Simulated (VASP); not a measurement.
TaN:

```
Ta N
1.0
     5.23685    0.00000    0.00000
    -2.61842    4.53524    0.00000
     0.00000    0.00000    2.90800
Ta N
3 3
Direct
  0.00000 0.00000 0.00000
  0.33333 0.66667 0.50000
  0.66667 0.33333 0.50000
  0.50000 0.00000 0.00000
  0.50000 0.50000 0.00000
  0.00000 0.50000 0.00000
```

This cell differs from its parent crystal: equal xx and yy strain of +1 %.

Base run:

- Program: VASP 6.6.1
- Functional: PBE
- Potentials or basis: VASP PAW PBE potentials, release 64 (Ta_pv, N)
- Cutoff: 520 eV
- k mesh: 5 × 5 × 8
- Occupations: fermi-dirac, width 0.03 eV
- Spin: no spin polarisation

Its results: band gap on the k mesh zero (band 24 reaches 8.88 eV, above the bottom of band 25 at 6.78 eV); pressure 5.3 GPa.

Q: The run is repeated on the same cell with these changes: potentials or basis from VASP PAW PBE potentials, release 64 (Ta_pv, N) to VASP PAW PBE potentials, release 64 (Ta_sv_GW, N); further incar settings from ALGO = Normal; EDIFF = 1e-08; NBANDS = 33 to ALGO = Normal; EDIFF = 1e-08; NBANDS = 36; valence electrons from 48 to 54. What comes out?

A: Band gap on the k mesh zero (band 27 reaches 12.81 eV, above the bottom of band 28 at 10.73 eV); pressure 4.3 GPa.

Caveats: spin-orbit coupling is left out, which moves the levels of the heavy elements.
